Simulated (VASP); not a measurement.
# La (Im-3m) in VASP: notebook

Runs on La. Level: LDA. Tasks: single point, relaxation of cell and atoms.

Everything below comes from runs of VASP 6.6.1. Logs are shortened: lines on timing, memory, paths and dates and some standing lists are left out, and cuts for length are marked.

## (1) The cell of the first run

The structure is cubic, space group Im-3m (No. 229). The conventional cell has a = 2.981 Å, b = 2.981 Å, c = 2.981 Å, α = 90.00°, β = 90.00°, γ = 90.00°. Within 3.4 Å of La (site symmetry m-3m) lie 14 La at 2.58 to 2.98 Å.

This isn't the form of La at room conditions, which is double hcp.

## (2) Single point, LDA

Contents of INCAR:

```
SYSTEM = La
ALGO = Normal
EDIFF = 1E-6
ENCUT = 500
GGA = CA
GGA_COMPAT = .FALSE.
ISIF = 2
ISMEAR = -1
LASPH = .TRUE.
LCHARG = .TRUE.
LELF = .TRUE.
LMAXMIX = 6
LREAL = .FALSE.
LVHAR = .TRUE.
LWAVE = .FALSE.
NBANDS = 12
NELM = 200
PREC = Accurate
SIGMA = 0.08
```

Contents of KPOINTS:

```
k-points
0
G
  15 15 15
  0 0 0
```

Contents of POSCAR:

```
La
1.0
   -1.4906333592      1.4906333592      1.4906333592
    1.4906333592     -1.4906333592      1.4906333592
    1.4906333592      1.4906333592     -1.4906333592
La
1
Direct
    0.0000000000      0.0000000000      0.0000000000
```

Potentials or basis: VASP PAW LDA potentials, release 64 (La).

Command:

```sh
$ cat potpaw_LDA.64/La/POTCAR > POTCAR
$ mpirun -np 1 vasp_std > vasp.out
```

OUTCAR:

```text
SYSTEM = La
   EDIFF = 1E-6
   ENCUT = 500
   GGA = CA
   ISIF = 2
   ISMEAR = -1
   LASPH = .TRUE.
   LREAL = .FALSE.
   NELM = 200
   PREC = Accurate

 ion  position               nearest neighbor table
   1  0.000  0.000  0.000-

  LATTYP: Found a body centered cubic cell.
 ALAT       =     2.9812667184

  Lattice vectors:

 A1 = (  -1.4906333592,   1.4906333592,   1.4906333592)
 A2 = (   1.4906333592,  -1.4906333592,   1.4906333592)
 A3 = (   1.4906333592,   1.4906333592,  -1.4906333592)

Analysis of symmetry for initial positions (statically):
=====================================================================
 Subroutine PRICEL returns:
 Original cell was already a primitive cell.

 Routine SETGRP: Setting up the symmetry group for a
 body centered cubic supercell.

 Subroutine GETGRP returns: Found 48 space group operations
 (whereof 48 operations were pure point group operations)
 out of a pool of 48 trial point group operations.

The static configuration has the point symmetry O_h .

Analysis of symmetry for dynamics (positions and initial velocities):
=====================================================================
 Subroutine PRICEL returns:
 Original cell was already a primitive cell.

 Routine SETGRP: Setting up the symmetry group for a
 body centered cubic supercell.

 Subroutine GETGRP returns: Found 48 space group operations
 (whereof 48 operations were pure point group operations)
 out of a pool of 48 trial point group operations.

The dynamic configuration has the point symmetry O_h .

 Subroutine INISYM returns: Found 48 space group operations
 (whereof 48 operations are pure point group operations),
 and found     1 'primitive' translations

----------------------------------------------------------------------------------------

                                     Primitive cell

  volume of cell :      13.2487

  direct lattice vectors                    reciprocal lattice vectors
    -1.490633359  1.490633359  1.490633359     0.000000000  0.335427888  0.335427888
     1.490633359 -1.490633359  1.490633359     0.335427888  0.000000000  0.335427888
     1.490633359  1.490633359 -1.490633359     0.335427888  0.335427888  0.000000000

  length of vectors
     2.581852714  2.581852714  2.581852714     0.474366669  0.474366669  0.474366669

  position of ions in fractional coordinates (direct lattice)
     0.000000000  0.000000000  0.000000000

  ion indices of the primitive-cell ions
   primitive index   ion index
                 1           1

----------------------------------------------------------------------------------------

 KPOINTS: k-points

Automatic generation of k-mesh.
 Grid dimensions read from file:
 generate k-points for:   15   15   15

 Generating k-lattice:

  Cartesian coordinates                     Fractional coordinates (reciprocal lattice)
     0.000000000  0.022361859  0.022361859     0.066666667  0.000000000  0.000000000
     0.022361859  0.000000000  0.022361859     0.000000000  0.066666667  0.000000000
     0.022361859  0.022361859  0.000000000     0.000000000  0.000000000  0.066666667

  Length of vectors
     0.031624445  0.031624445  0.031624445

  Shift w.r.t. Gamma in fractional coordinates (k-lattice)
     0.000000000  0.000000000  0.000000000

 Subroutine IBZKPT returns following result:
 ===========================================

 Found    120 irreducible k-points:

 Following reciprocal coordinates:
            Coordinates               Weight
  0.000000  0.000000  0.000000      1.000000
  0.066667  0.000000  0.000000     12.000000
  0.133333  0.000000  0.000000     12.000000
  0.200000  0.000000  0.000000     12.000000
  0.266667  0.000000  0.000000     12.000000
  0.333333  0.000000  0.000000     12.000000
[... 16 lines left out ...]
  0.333333  0.200000  0.000000     48.000000
  0.400000  0.200000  0.000000     24.000000
 [... further k-points ...]
   k-points           NKPTS =    120   k-points in BZ     NKDIM =    120   number of bands    NBANDS=     12
   number of dos      NEDOS =    301   number of ions     NIONS =      1
   total plane-waves  NPLWV =   8000
   dimension x,y,z NGX =    20 NGY =   20 NGZ =   20
   dimension x,y,z NGXF=    40 NGYF=   40 NGZF=   40
   ions per type =               1
   NGX,Y,Z   is equivalent  to a cutoff of  12.88, 12.88, 12.88 a.u.
   NGXF,Y,Z  is equivalent  to a cutoff of  25.76, 25.76, 25.76 a.u.
 SYSTEM =  La
   PREC   = accura    normal or accurate (medium, high low for compatibility)
   ISTART =      0    job   : 0-new  1-cont  2-samecut
   ICHARG =      2    charge: 1-file 2-atom 10-const
   ISPIN  =      1    spin polarized calculation?
   LNONCOLLINEAR =      F non collinear calculations
   LSORBIT =      F    spin-orbit coupling
   LASPH  =      T    aspherical Exc in radial PAW
   ENCUT  =  500.0 eV  36.75 Ry    6.06 a.u.   4.71  4.71  4.71*2*pi/ulx,y,z
   NELM   =    200;   NELMIN=  2; NELMDL= -5     # of ELM steps
   EDIFF  = 0.1E-05   stopping-criterion for ELM
   LREAL  =      F    real-space projection
[... 7 lines left out ...]
   TEBEG  =    0.0;   TEEND  =   0.0 temperature during run
   PSTRESS=    0.0 pullay stress
   NELECT =      11.0000    total number of electrons
   NUPDOWN=      -1.0000    fix difference up-down
   EMIN   =  10.00;   EMAX   =-10.00  energy-range for DOS
   EFERMI =   0.00;   METHOD = LEGACY
   ISMEAR =    -1;   SIGMA  =   0.08  broadening in eV -4-tet -1-fermi 0-gaus
   EFERMI_NEDOS =   21; number of points for ismear=-14 and -15
   IALGO  =     38    algorithm
   IMIX   =      4    mixing-type and parameters
     AMIX     =   0.40;   BMIX     =  1.00
     AMIX_MAG =   1.60;   BMIX_MAG =  1.00
  volume/ion in A,a.u.               =      13.25        89.41
  Fermi-wavevector in a.u.,A,eV,Ry     =   1.538680  2.907683 32.212273  2.367535
  Thomas-Fermi vector in A             =   2.645014
   LORBIT       =      0    0 simple, 1 ext, 2 COOP (PROOUT), +10 PAW based schemes
   GGA     = CA    functional components
   LHFCALC =     F    Hartree Fock is set to
   AEXX    =    0.0000 exact exchange contribution
   IVDW    =     0    specifies the selected vdW correction
   LEPSILON=     F    determine dielectric tensor
   LRPA    =     F    only Hartree local field effects (RPA)
 non-spin polarized calculation
  energy-cutoff  :      500.00
  volume of cell :       13.25
 maximum number of plane-waves:       366
   NGX =  9   NGY =  9   NGZ =  9

 number of electron      11.0000001 magnetization

 Free energy of the ion-electron system (eV)
  ---------------------------------------------------
  ext. energy  EPLUGINS =         0.00000000
  ---------------------------------------------------
  free energy    TOTEN  =        -0.25883874 eV

  energy without entropy =       -0.24335461  energy(sigma->0) =       -0.25109667

 E-fermi :  23.0245     XC(G=0): -14.7179

 val. band max:       23.0178721161   @ k =  -0.4667   0.4667   0.2000
 cond. band min:      23.0636202638   @ k =   0.0667   0.0667   0.0000
 fundamental gap:      0.0457481477
 Fermi energy:        23.0244651741

 k-point     1 :       0.0000    0.0000    0.0000
  band No.  band energies     occupation
      1     -13.3977      2.00000
      2      13.4661      2.00000
      3      13.4661      2.00000
      4      13.4661      2.00000
      5      23.8956      0.00004
      6      23.8956      0.00004
      7      23.8956      0.00004
      8      25.8621      0.00000
      9      25.8621      0.00000
     10      25.8624      0.00000
     11      29.0813      0.00000
     12      29.0814      0.00000

 k-point     2 :       0.0667    0.0000    0.0000
  band No.  band energies     occupation
      1     -13.2681      2.00000
      2      12.6941      2.00000
      3      13.1672      2.00000
      4      13.4156      2.00000
      5      23.3989      0.01839
      6      23.5858      0.00179
      7      23.8719      0.00005
      8      26.0618      0.00000
      9      26.1339      0.00000
     10      26.2357      0.00000
     11      28.9124      0.00000
     12      29.1367      0.00000

 k-point     3 :       0.1333    0.0000    0.0000
  band No.  band energies     occupation
      1     -12.8825      2.00000
      2      10.7637      2.00000
      3      12.4094      2.00000
      4      13.2686      2.00000
      5      22.5850      1.99181
      6      22.9558      1.40481
      7      23.8566      0.00006
      8      26.4370      0.00000
      9      26.4547      0.00000
     10      26.6556      0.00000
     11      28.6721      0.00000
     12      29.2113      0.00000
[... 286 lines left out ...]
 k-point    23 :       0.3333    0.2000    0.0000
  band No.  band energies     occupation
      1      -8.4627      2.00000
      2       1.4470      2.00000
      3       5.8152      2.00000
      4      10.8244      2.00000
      5      21.6046      2.00000
      6      24.0275      0.00001
      7      25.5728      0.00000
      8      25.6939      0.00000
      9      27.5097      0.00000
     10      28.0308      0.00000
     11      28.4990      0.00000
     12      29.1308      0.00000

 k-point    24 :       0.4000    0.2000    0.0000
  band No.  band energies     occupation
      1      -8.1328      2.00000
      2       0.9756      2.00000
      3       5.5765      2.00000
      4      10.7492      2.00000
      5      21.5566      2.00000
      6      24.4322      0.00000
      7      25.3574      0.00000
      8      25.5612      0.00000
      9      27.8494      0.00000
     10      28.1917      0.00000
     11      28.3898      0.00000
     12      28.8956      0.00000

 [... further k-points ...]
[... 5 lines left out ...]
  --------------------------------------------------------------------------------------
  -------------------------------------------------------------------------------------
  Total       18.4047135     18.4047135     18.4047135      0.0000000      0.0000000     -0.0000000
  in kB     2225.7026588   2225.7026588   2225.7026588      0.0000000      0.0000000     -0.0000000
  external PRESSURE =    2225.7026588 kB  Pullay stress =       0.0000000 kB

 VOLUME and BASIS-vectors are now :
 -----------------------------------------------------------------------------
  energy-cutoff  :      500.00
  volume of cell :       13.25
      direct lattice vectors                 reciprocal lattice vectors
    -1.490633359  1.490633359  1.490633359     0.000000000  0.335427888  0.335427888
     1.490633359 -1.490633359  1.490633359     0.335427888  0.000000000  0.335427888
     1.490633359  1.490633359 -1.490633359     0.335427888  0.335427888  0.000000000

 POSITION                                       TOTAL-FORCE (eV/Angst)
 -----------------------------------------------------------------------------------
      0.00000      0.00000      0.00000        -0.000000     -0.000000      0.000000
 -----------------------------------------------------------------------------------
    total drift:                                0.000000      0.000000     -0.000000

  FREE ENERGIE OF THE ION-ELECTRON SYSTEM (eV)
  ---------------------------------------------------
  free  energy   TOTEN  =        -0.2588387367 eV

  energy  without entropy=       -0.2433546124  energy(sigma->0) =       -0.25109667
```

It took 30 s on 1 thread of Intel Xeon 8259CL, shared host; peak memory 0.15 GiB.

Results:

```
Free energy            : -0.2588 eV
Pressure               : 222.6 GPa
Band gap on the k mesh : zero (an odd number of electrons rules out a gap without spin polarisation)
```

Caveat: the cell stands under pressure; spin-orbit coupling is left out, which moves the levels of the heavy elements.

## (3) Single point, LDA (24.84 Å³/atom)

This run uses another cell than the first one, of 24.84 Å³/atom.

Contents of INCAR:

```
SYSTEM = La
  PREC = Accurate
  ENCUT = 500
  EDIFF = 1E-6
  ISMEAR = -1
  SIGMA = 0.08
  LREAL = .False.
  LASPH = .True.
  NELM = 200
  ALGO = Normal
  ISIF = 2
  LWAVE = .False.
  LCHARG = .False.
  GGA = CA
  NBANDS = 12
  GGA_COMPAT = .False.
  LMAXMIX = 6
```

Contents of KPOINTS:

```
Automatic mesh
0
Gamma
  15 15 15
  0 0 0
```

Contents of POSCAR:

```
La
1.0
   -1.8381089944      1.8381089944      1.8381089944
    1.8381089944     -1.8381089944      1.8381089944
    1.8381089944      1.8381089944     -1.8381089944
La
1
Direct
    0.0000000000      0.0000000000      0.0000000000
```

Potentials or basis: VASP PAW LDA potentials, release 64 (La).

Command:

```sh
$ cat potpaw_LDA.64/La/POTCAR > POTCAR
$ mpirun -np 1 vasp_std > vasp.out
```

Wall time 34 s (1 thread of Intel Xeon 8259CL, shared host); peak memory 0.17 GiB.

Results (log left out):

```
Free energy            : -5.2040 eV
Pressure               : 12.4 GPa
Band gap on the k mesh : zero (an odd number of electrons rules out a gap without spin polarisation)
```

Levels at points of the mesh, in eV from the Fermi level:
| k point | band 4 | band 5 | band 6 | band 7 | band 8 | band 9 |
| --- | --- | --- | --- | --- | --- | --- |
| (0.00, 0.00, 0.00) | -14.08 | -2.07 | 1.73 | 1.73 | 1.73 | 1.92 |

Caveat: the cell stands under pressure; spin-orbit coupling is left out, which moves the levels of the heavy elements.

## (4) Single point, LDA (33.12 Å³/atom)

This run uses another cell than the first one, of 33.12 Å³/atom.

Contents of INCAR:

```
SYSTEM = La
ALGO = Normal
EDIFF = 1E-6
ENCUT = 500
GGA = CA
GGA_COMPAT = .FALSE.
ISIF = 2
ISMEAR = -1
LASPH = .TRUE.
LCHARG = .FALSE.
LMAXMIX = 6
LREAL = .FALSE.
LWAVE = .FALSE.
NBANDS = 12
NELM = 200
PREC = Accurate
SIGMA = 0.08
```

Contents of KPOINTS:

```
k-points
0
G
  15 15 15
  0 0 0
```

Contents of POSCAR:

```
La
1.0
   -2.0231007251      2.0231007251      2.0231007251
    2.0231007251     -2.0231007251      2.0231007251
    2.0231007251      2.0231007251     -2.0231007251
La
1
Direct
    0.0000000000      0.0000000000      0.0000000000
```

Potentials or basis: VASP PAW LDA potentials, release 64 (La).

Command:

```sh
$ cat potpaw_LDA.64/La/POTCAR > POTCAR
$ mpirun -np 1 vasp_std > vasp.out
```

OUTCAR:

```text
SYSTEM = La
   EDIFF = 1E-6
   ENCUT = 500
   GGA = CA
   ISIF = 2
   ISMEAR = -1
   LASPH = .TRUE.
   LREAL = .FALSE.
   NELM = 200
   PREC = Accurate

 ion  position               nearest neighbor table
   1  0.000  0.000  0.000-

  LATTYP: Found a body centered cubic cell.
 ALAT       =     4.0462014502

  Lattice vectors:

 A1 = (  -2.0231007251,   2.0231007251,   2.0231007251)
 A2 = (   2.0231007251,  -2.0231007251,   2.0231007251)
[... 539 lines left out ...]
     12      11.0820      0.00000

 [... further k-points ...]

------------------------ aborting loop because EDIFF is reached ----------------------------------------

  FORCE on cell =-STRESS in cart. coord.  units (eV):
  Direction    XX          YY          ZZ          XY          YZ          ZX
  --------------------------------------------------------------------------------------
  -------------------------------------------------------------------------------------
  Total       -0.0164013     -0.0164013     -0.0164013     -0.0000000     -0.0000000      0.0000000
  in kB       -0.7933695     -0.7933695     -0.7933695     -0.0000000     -0.0000000      0.0000000
  external PRESSURE =      -0.7933695 kB  Pullay stress =       0.0000000 kB

 VOLUME and BASIS-vectors are now :
 -----------------------------------------------------------------------------
  energy-cutoff  :      500.00
  volume of cell :       33.12
      direct lattice vectors                 reciprocal lattice vectors
    -2.023100725  2.023100725  2.023100725     0.000000000  0.247145381  0.247145381
     2.023100725 -2.023100725  2.023100725     0.247145381  0.000000000  0.247145381
     2.023100725  2.023100725 -2.023100725     0.247145381  0.247145381  0.000000000

 POSITION                                       TOTAL-FORCE (eV/Angst)
 -----------------------------------------------------------------------------------
      0.00000      0.00000      0.00000         0.000000      0.000000     -0.000000
 -----------------------------------------------------------------------------------
    total drift:                               -0.000000      0.000000      0.000000

  FREE ENERGIE OF THE ION-ELECTRON SYSTEM (eV)
  ---------------------------------------------------
  free  energy   TOTEN  =        -5.4634837252 eV

  energy  without entropy=       -5.4081899846  energy(sigma->0) =       -5.43583685
```

Wall time 69 s (1 thread of Intel Xeon 8259CL, shared host); peak memory 0.19 GiB.

Results:

```
Free energy            : -5.4635 eV
Pressure               : -0.1 GPa
Band gap on the k mesh : zero (an odd number of electrons rules out a gap without spin polarisation)
```

Caveat: spin-orbit coupling is left out, which moves the levels of the heavy elements.

## (5) Relaxation of cell and atoms, LDA

This run uses another cell than the first one, of 32.41 Å³/atom.

Contents of INCAR:

```
PREC     = Accurate       # precision mode
ENCUT    = 500            # plane-wave cutoff, eV
EDIFF    = 1E-7           # SCF threshold, eV
ISMEAR   = -1             # smearing method
SIGMA    = 0.08           # smearing width, eV
LREAL    = False          # projectors in reciprocal space
LASPH    = True           # aspherical terms in the spheres
NELM     = 200            # most SCF steps
ALGO     = Normal         # electronic algorithm
ISIF     = 3              # what is computed and relaxed
LWAVE    = False          # write WAVECAR
LCHARG   = False          # write CHGCAR
GGA      = CA             # functional
IBRION   = 2              # ionic algorithm
NSW      = 60             # ionic steps
EDIFFG   = -0.005         # ionic threshold
GGA_COMPAT= False        
NELMIN   = 4            
LMAXMIX  = 6              # l up to which the mixer works
```

Contents of KPOINTS:

```
Automatic mesh
0
Gamma
  15 15 15
```

Contents of POSCAR:

```
La
1.0
   -2.0084641287      2.0084641287      2.0084641287
    2.0084641287     -2.0084641287      2.0084641287
    2.0084641287      2.0084641287     -2.0084641287
La
1
Direct
    0.0000000000      0.0000000000      0.0000000000
```

Command:

```sh
$ cat potpaw_LDA.64/La/POTCAR > POTCAR
$ mpirun -np 1 vasp_std > vasp.out
```

Run time: 2.6 min. Hardware: 1 thread of Intel Xeon 8259CL, shared host; peak memory 0.19 GiB.

The run converged. Its results:

* Free energy: -5.4634 eV
* Relaxed volume: 33.04 Å³/atom
* Relaxed cell: a = 3.501 Å, b = 3.501 Å, c = 3.501 Å, α = 109.47°, β = 109.47°, γ = 109.47°
* Space group after relaxing (to 0.1 Å): Im-3m (No. 229)
* Energy gained by relaxing: 1.2 meV/atom
* Ionic steps: 3
* Pressure after relaxing: 0.0 GPa
* Band gap on the k mesh: zero (an odd number of electrons rules out a gap without spin polarisation)

The path:
| step | energy change (eV) | largest force (eV/Å) | pressure (GPa) | volume (Å³) |
| --- | --- | --- | --- | --- |
| 1 | 0.0000 | 0.0000 | 0.60 | 32.41 |
| 2 | -0.0012 | 0.0000 | 0.06 | 32.98 |
| 3 | -0.0012 | 0.0000 | 0.00 | 33.04 |

Final structure:
```
La
1.0
    -2.02137    2.02137    2.02137
     2.02137   -2.02137    2.02137
     2.02137    2.02137   -2.02137
La
1
Direct
  0.00000 0.00000 0.00000
```

Levels at points of the mesh, in eV from the Fermi level:
```tsv
k point	band 1	band 2	band 3	band 4	band 5	band 6	band 7	band 8	band 9
(0.00, 0.00, 0.00)	-32.62	-15.31	-15.31	-15.31	-3.04	1.51	1.51	1.51	1.60
```

Caveat: spin-orbit coupling is left out, which moves the levels of the heavy elements.

## (6) Overview

| task | cell | gap on the mesh (eV) | pressure (GPa) |
| --- | --- | --- | --- |
| single point | a = 2.582 Å, angles 109.5°, 1 atom | none | 222.6 |
| single point | a = 3.184 Å, angles 109.5°, 1 atom | none | 12.4 |
| single point | a = 3.504 Å, angles 109.5°, 1 atom | none | -0.1 |
| relaxation of cell and atoms | relaxed from a = 3.479 Å, angles 109.5°, 1 atom | none | 0.0 |

Alike in all rows: level LDA; potentials or basis VASP PAW LDA potentials, release 64 (La); no spin polarisation; k mesh 15 × 15 × 15; cutoff (eV) 500; smearing fermi-dirac 0.08 eV.

Caveats: spin-orbit coupling is left out, which moves the levels of the heavy elements; the cell stands under pressure (at least some runs).

Absolute energies hang on the potentials; compare differences alone.

The gap in the log of VASP goes by the Fermi energy; the results here count the filled bands.